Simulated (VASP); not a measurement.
# Si (P6_3/mmc) in VASP: a series of runs

Si is run at these levels: PBE; tasks: single point.

Everything below comes from runs of VASP 6.6.1. Logs are shortened: lines on timing, memory, paths and dates and some standing lists are left out, and cuts for length are marked.

### Step 1. The cell of the first run

Symmetry: P6_3/mmc, No. 194, hexagonal system. Conventional cell: a = 3.795 Å, b = 3.795 Å, c = 12.710 Å, α = 90.00°, β = 90.00°, γ = 120.00°. Within 3.1 Å of Si (site symmetry 3m) lie 4 Si at 2.33 to 2.38 Å. Within 3.1 Å of Si (site symmetry 3m) lie 4 Si at 2.33 to 2.38 Å.

### Step 2. Single point, PBE

INCAR reads:

```
ALGO = Normal
EDIFF = 1E-7
ENCUT = 520
GGA = PE
ISIF = 2
ISMEAR = 0
LASPH = T
LCHARG = F
LREAL = F
LWAVE = F
NBANDS = 26
NELM = 60
PREC = Accurate
SIGMA = 0.05
```

KPOINTS reads:

```
k-points
0
Gamma
  12 12 4
```

POSCAR reads:

```
Si
1.0
    3.7948000000      0.0000000000      0.0000000000
   -1.8974000000      3.2863932023      0.0000000000
    0.0000000000      0.0000000000     12.7099000000
Si
8
Direct
    0.0000000000      0.0000000000      0.4062000000
    0.0000000000      0.0000000000      0.9062000000
    0.0000000000      0.0000000000      0.0938000000
    0.0000000000      0.0000000000      0.5938000000
    0.3333333333      0.6666666667      0.3437000000
    0.6666666667      0.3333333333      0.8437000000
    0.3333333333      0.6666666667      0.1563000000
    0.6666666667      0.3333333333      0.6563000000
```

Potentials or basis: VASP PAW PBE potentials, release 64 (Si).

On the command line:

```
> cat potpaw_PBE.64/Si/POTCAR > POTCAR
> mpirun -np 1 vasp_std > vasp.out
```

OUTCAR:

```text
EDIFF = 1E-7
   ENCUT = 520
   GGA = PE
   ISIF = 2
   ISMEAR = 0
   LASPH = T
   LREAL = F
   NELM = 60
   PREC = Accurate

 ion  position               nearest neighbor table
   1  0.000  0.000  0.406-   5 2.33   5 2.33   5 2.33   4 2.38
   2  0.000  0.000  0.906-   6 2.33   6 2.33   6 2.33   3 2.38
   3  0.000  0.000  0.094-   7 2.33   7 2.33   7 2.33   2 2.38
   4  0.000  0.000  0.594-   8 2.33   8 2.33   8 2.33   1 2.38
   5  0.333  0.667  0.344-   1 2.33   1 2.33   1 2.33   7 2.38
   6  0.667  0.333  0.844-   2 2.33   2 2.33   2 2.33   8 2.38
   7  0.333  0.667  0.156-   3 2.33   3 2.33   3 2.33   5 2.38
   8  0.667  0.333  0.656-   4 2.33   4 2.33   4 2.33   6 2.38

  LATTYP: Found a hexagonal cell.
 ALAT       =     3.7948000000
 C/A-ratio  =     3.3492937704

  Lattice vectors:

 A1 = (   3.7948000000,   0.0000000000,   0.0000000000)
 A2 = (  -1.8974000000,   3.2863932023,   0.0000000000)
 A3 = (   0.0000000000,   0.0000000000,  12.7099000000)

Analysis of symmetry for initial positions (statically):
=====================================================================
 Subroutine PRICEL returns:
 Original cell was already a primitive cell.

 Routine SETGRP: Setting up the symmetry group for a
 hexagonal supercell.

 Subroutine GETGRP returns: Found 24 space group operations
 (whereof 12 operations were pure point group operations)
 out of a pool of 24 trial point group operations.

The static configuration has the point symmetry D_3d.
 The point group associated with its full space group is D_6h.

Analysis of symmetry for dynamics (positions and initial velocities):
=====================================================================
 Subroutine PRICEL returns:
 Original cell was already a primitive cell.

 Routine SETGRP: Setting up the symmetry group for a
 hexagonal supercell.

 Subroutine GETGRP returns: Found 24 space group operations
 (whereof 12 operations were pure point group operations)
 out of a pool of 24 trial point group operations.

The dynamic configuration has the point symmetry D_3d.
 The point group associated with its full space group is D_6h.

 Subroutine INISYM returns: Found 24 space group operations
 (whereof 12 operations are pure point group operations),
 and found     1 'primitive' translations

----------------------------------------------------------------------------------------

                                     Primitive cell

  volume of cell :     158.5078

  direct lattice vectors                    reciprocal lattice vectors
     3.794800000  0.000000000  0.000000000     0.263518499  0.152142476  0.000000000
    -1.897400000  3.286393202  0.000000000     0.000000000  0.304284953  0.000000000
     0.000000000  0.000000000 12.709900000     0.000000000  0.000000000  0.078678825

  length of vectors
     3.794800000  3.794800000 12.709900000     0.304284953  0.304284953  0.078678825

  position of ions in fractional coordinates (direct lattice)
     0.000000000  0.000000000  0.406200000
     0.000000000  0.000000000  0.906200000
     0.000000000  0.000000000  0.093800000
     0.000000000  0.000000000  0.593800000
     0.333333333  0.666666667  0.343700000
     0.666666667  0.333333333  0.843700000
     0.333333333  0.666666667  0.156300000
     0.666666667  0.333333333  0.656300000

  ion indices of the primitive-cell ions
   primitive index   ion index
                 1           1
                 2           2
                 3           3
                 4           4
                 5           5
                 6           6
                 7           7
                 8           8

----------------------------------------------------------------------------------------

 KPOINTS: k-points

Automatic generation of k-mesh.
 Grid dimensions read from file:
 generate k-points for:   12   12    4

 Generating k-lattice:

  Cartesian coordinates                     Fractional coordinates (reciprocal lattice)
     0.021959875  0.012678540  0.000000000     0.083333333  0.000000000  0.000000000
     0.000000000  0.025357079  0.000000000     0.000000000  0.083333333  0.000000000
     0.000000000  0.000000000  0.019669706     0.000000000  0.000000000  0.250000000

  Length of vectors
     0.025357079  0.025357079  0.019669706

  Shift w.r.t. Gamma in fractional coordinates (k-lattice)
     0.000000000  0.000000000  0.000000000

 Subroutine IBZKPT returns following result:
 ===========================================

 Found     57 irreducible k-points:

 Following reciprocal coordinates:
            Coordinates               Weight
  0.000000  0.000000  0.000000      1.000000
  0.083333 -0.000000  0.000000      6.000000
  0.166667 -0.000000  0.000000      6.000000
  0.250000 -0.000000  0.000000      6.000000
  0.333333 -0.000000  0.000000      6.000000
  0.416667  0.000000  0.000000      6.000000
[... 16 lines left out ...]
  0.250000 -0.000000  0.250000     12.000000
  0.333333 -0.000000  0.250000     12.000000
 [... further k-points ...]
   k-points           NKPTS =     57   k-points in BZ     NKDIM =     57   number of bands    NBANDS=     26
   number of dos      NEDOS =    301   number of ions     NIONS =      8
   total plane-waves  NPLWV =  75264
   dimension x,y,z NGX =    28 NGY =   28 NGZ =   96
   dimension x,y,z NGXF=    56 NGYF=   56 NGZF=  192
   ions per type =               8
   NGX,Y,Z   is equivalent  to a cutoff of  12.27, 12.27, 12.56 a.u.
   NGXF,Y,Z  is equivalent  to a cutoff of  24.53, 24.53, 25.11 a.u.
 SYSTEM =  unknown system
   PREC   = accura    normal or accurate (medium, high low for compatibility)
   ISTART =      0    job   : 0-new  1-cont  2-samecut
   ICHARG =      2    charge: 1-file 2-atom 10-const
   ISPIN  =      1    spin polarized calculation?
   LNONCOLLINEAR =      F non collinear calculations
   LSORBIT =      F    spin-orbit coupling
   LASPH  =      T    aspherical Exc in radial PAW
   ENCUT  =  520.0 eV  38.22 Ry    6.18 a.u.   7.06  7.06 23.63*2*pi/ulx,y,z
   NELM   =     60;   NELMIN=  2; NELMDL= -5     # of ELM steps
   EDIFF  = 0.1E-06   stopping-criterion for ELM
   LREAL  =      F    real-space projection
   EDIFFG = 0.1E-05   stopping-criterion for IOM
   NSW    =      0    number of steps for IOM
   IBRION =     -1    ionic relax: 0-MD 1-quasi-New 2-CG
   NFREE  =      0    steps in history (QN), initial steepest desc. (CG)
   ISIF   =      2    stress and relaxation
   ISYM   =      2    0-nonsym 1-usesym 2-fastsym
   POTIM  = 0.5000    time-step for ionic-motion
   TEBEG  =    0.0;   TEEND  =   0.0 temperature during run
   PSTRESS=    0.0 pullay stress
   NELECT =      32.0000    total number of electrons
   NUPDOWN=      -1.0000    fix difference up-down
   EMIN   =  10.00;   EMAX   =-10.00  energy-range for DOS
   EFERMI =   0.00;   METHOD = LEGACY
   ISMEAR =     0;   SIGMA  =   0.05  broadening in eV -4-tet -1-fermi 0-gaus
   EFERMI_NEDOS =   21; number of points for ismear=-14 and -15
   IALGO  =     38    algorithm
   IMIX   =      4    mixing-type and parameters
     AMIX     =   0.40;   BMIX     =  1.00
     AMIX_MAG =   1.60;   BMIX_MAG =  1.00
  volume/ion in A,a.u.               =      19.81       133.71
  Fermi-wavevector in a.u.,A,eV,Ry     =   0.960376  1.814848 12.548954  0.922322
  Thomas-Fermi vector in A             =   2.089655
   LORBIT       =      0    0 simple, 1 ext, 2 COOP (PROOUT), +10 PAW based schemes
   GGA     = PE    functional components
   LHFCALC =     F    Hartree Fock is set to
   AEXX    =    0.0000 exact exchange contribution
   IVDW    =     0    specifies the selected vdW correction
   LEPSILON=     F    determine dielectric tensor
   LRPA    =     F    only Hartree local field effects (RPA)
 non-spin polarized calculation
 Gauss-broadening in eV      SIGMA  =   0.05
  energy-cutoff  :      520.00
  volume of cell :      158.51
 maximum number of plane-waves:      4292
   NGX = 15   NGY = 15   NGZ = 47

 number of electron      32.0000001 magnetization

 Free energy of the ion-electron system (eV)
  ---------------------------------------------------
  ext. energy  EPLUGINS =         0.00000000
  ---------------------------------------------------
  free energy    TOTEN  =       -43.29758012 eV

  energy without entropy =      -43.29758012  energy(sigma->0) =      -43.29758012

 E-fermi :   6.2702     XC(G=0):  -9.4498

 val. band max:        6.0540903334   @ k =   0.0000   0.0000   0.0000
 cond. band min:       6.6512603984   @ k =   0.4167   0.0000   0.0000
 fundamental gap:      0.5971700650
 Fermi energy:         6.2701752805

 k-point     1 :       0.0000    0.0000    0.0000
  band No.  band energies     occupation
      1      -6.1093      2.00000
      2      -5.3517      2.00000
      3      -5.3227      2.00000
      4      -3.9021      2.00000
      5      -1.0531      2.00000
      6       1.8663      2.00000
[... 18 lines left out ...]
     25       9.6821      0.00000
     26       9.7091      0.00000

 k-point     2 :       0.0833   -0.0000    0.0000
  band No.  band energies     occupation
      1      -6.0260      2.00000
      2      -5.2696      2.00000
      3      -5.2400      2.00000
      4      -3.8181      2.00000
      5      -1.0052      2.00000
      6       1.8829      2.00000
[... 18 lines left out ...]
     25       9.4603      0.00000
     26       9.8786      0.00000

 k-point     3 :       0.1667   -0.0000    0.0000
  band No.  band energies     occupation
      1      -5.7782      2.00000
      2      -5.0255      2.00000
      3      -4.9939      2.00000
      4      -3.5682      2.00000
      5      -0.8875      2.00000
      6       1.8207      2.00000
[... 572 lines left out ...]
 k-point    23 :       0.2500   -0.0000    0.2500
  band No.  band energies     occupation
      1      -5.3239      2.00000
      2      -4.9386      2.00000
      3      -4.2090      2.00000
      4      -3.3512      2.00000
      5      -0.5693      2.00000
      6       0.6710      2.00000
[... 18 lines left out ...]
     25      10.6268      0.00000
     26      11.2066      0.00000

 k-point    24 :       0.3333   -0.0000    0.2500
  band No.  band energies     occupation
      1      -4.7801      2.00000
      2      -4.4039      2.00000
      3      -3.6888      2.00000
      4      -2.8258      2.00000
      5      -0.9016      2.00000
      6      -0.1156      2.00000
[... 18 lines left out ...]
     25      10.9009      0.00000
     26      11.0148      0.00000

 [... further k-points ...]
[... 5 lines left out ...]
  --------------------------------------------------------------------------------------
  -------------------------------------------------------------------------------------
  Total        4.3191216      4.3191216     -0.0239584      0.0000000      0.0000000      0.0000000
  in kB       43.6571584     43.6571584     -0.2421690      0.0000000      0.0000000      0.0000000
  external PRESSURE =      29.0240493 kB  Pullay stress =       0.0000000 kB

 VOLUME and BASIS-vectors are now :
 -----------------------------------------------------------------------------
  energy-cutoff  :      520.00
  volume of cell :      158.51
      direct lattice vectors                 reciprocal lattice vectors
     3.794800000  0.000000000  0.000000000     0.263518499  0.152142476  0.000000000
    -1.897400000  3.286393202  0.000000000     0.000000000  0.304284953  0.000000000
     0.000000000  0.000000000 12.709900000     0.000000000  0.000000000  0.078678825

 POSITION                                       TOTAL-FORCE (eV/Angst)
 -----------------------------------------------------------------------------------
      0.00000      0.00000      5.16276        -0.000000      0.000000      0.338376
      0.00000      0.00000     11.51771         0.000000     -0.000000      0.338376
      0.00000      0.00000      1.19219        -0.000000      0.000000     -0.338376
      0.00000      0.00000      7.54714         0.000000     -0.000000     -0.338376
     -0.00000      2.19093      4.36839         0.000000      0.000000     -0.157321
      1.89740      1.09546     10.72334         0.000000      0.000000     -0.157321
     -0.00000      2.19093      1.98656        -0.000000      0.000000      0.157321
      1.89740      1.09546      8.34151         0.000000      0.000000      0.157321
 -----------------------------------------------------------------------------------
    total drift:                                0.000000      0.000000     -0.000000

  FREE ENERGIE OF THE ION-ELECTRON SYSTEM (eV)
  ---------------------------------------------------
  free  energy   TOTEN  =       -43.2975801189 eV

  energy  without entropy=      -43.2975801189  energy(sigma->0) =      -43.29758012
```

It took 96 s on 1 thread of Intel Xeon 6975P-C (Granite Rapids), shared host; peak memory 0.33 GiB.

What came out:

| Item | Value |
| --- | --- |
| Free energy | -43.2976 eV |
| Pressure | 2.9 GPa |
| Largest force | 0.338 eV/Å |
| Band gap on the k mesh | 0.60 eV, indirect (least direct gap 1.51 eV) |

Forces in eV/Å, atoms in the order of the input:
```
Si   0.000  0.000  0.338
Si   0.000  0.000  0.338
Si   0.000  0.000 -0.338
Si   0.000  0.000 -0.338
Si   0.000  0.000 -0.157
Si   0.000  0.000 -0.157
Si   0.000  0.000  0.157
Si   0.000  0.000  0.157
```

Stress tensor (GPa, compression positive):
```
 4.37  0.00  0.00
 0.00  4.37  0.00
 0.00  0.00 -0.02
```

A k mesh can miss the band edges. A hybrid or GW would open this gap; PBE tends to underestimate it.

### Step 3. Single point, PBE

INCAR reads:

```
SYSTEM = Si
PREC     = Accurate       ! precision mode
ENCUT    = 520            ! plane-wave cutoff, eV
EDIFF    = 1E-6           ! SCF threshold, eV
ISMEAR   = 0              ! smearing method
SIGMA    = 0.05           ! smearing width, eV
LREAL    = .False.        ! projectors in reciprocal space
LASPH    = .True.         ! aspherical terms in the spheres
NELM     = 80             ! most SCF steps
ALGO     = Normal         ! electronic algorithm
ISIF     = 2              ! what is computed and relaxed
LWAVE    = .False.        ! write WAVECAR
LCHARG   = .False.        ! write CHGCAR
GGA      = PE             ! functional
NBANDS   = 26             ! bands
```

KPOINTS reads:

```
Automatic mesh
0
Gamma
  12 12 4
  0 0 0
```

POSCAR is that of step 2.

Potentials or basis: VASP PAW PBE potentials, release 64 (Si).

On the command line:

```
> cat potpaw_PBE.64/Si/POTCAR > POTCAR
> mpirun -np 1 vasp_std > vasp.out
```

Run time: 89 s. Hardware: 1 thread of Intel Xeon 6975P-C (Granite Rapids), shared host; peak memory 0.34 GiB.

The run converged. Its results:

```yaml
Free_energy: -43.2976 eV
Pressure: 2.9 GPa
Largest_force: 0.338 eV/Å
Band_gap_on_the_k_mesh: 0.60 eV, indirect (least direct gap 1.51 eV)
```

Forces on the atoms (eV/Å):
```
Si   0.000  0.000  0.338
Si   0.000  0.000  0.338
Si   0.000  0.000 -0.338
Si   0.000  0.000 -0.338
Si   0.000  0.000 -0.157
Si   0.000  0.000 -0.157
Si   0.000  0.000  0.157
Si   0.000  0.000  0.157
```

Stress tensor (GPa, compression positive):
```
 4.37  0.00  0.00
 0.00  4.37  0.00
 0.00  0.00 -0.02
```

Levels at points of the mesh, in eV from the valence-band top:
```csv
k point,band 12,band 13,band 14,band 15,band 16,band 17,band 18,band 19,band 20,band 21
"(0.00, 0.00, 0.00)",-0.69,-0.69,-0.20,0.00,0.00,1.51,1.93,2.20,2.33,2.40
"(0.50, 0.00, 0.00)",-2.31,-2.29,-2.29,-1.77,-1.37,0.61,0.68,1.06,1.45,1.49
"(0.00, 0.00, 0.50)",-1.15,-0.28,-0.28,-0.28,-0.28,1.65,1.65,2.64,2.64,2.69
"(0.50, 0.00, 0.50)",-2.75,-2.50,-2.50,-1.70,-1.70,0.79,0.79,1.91,1.91,2.09
```
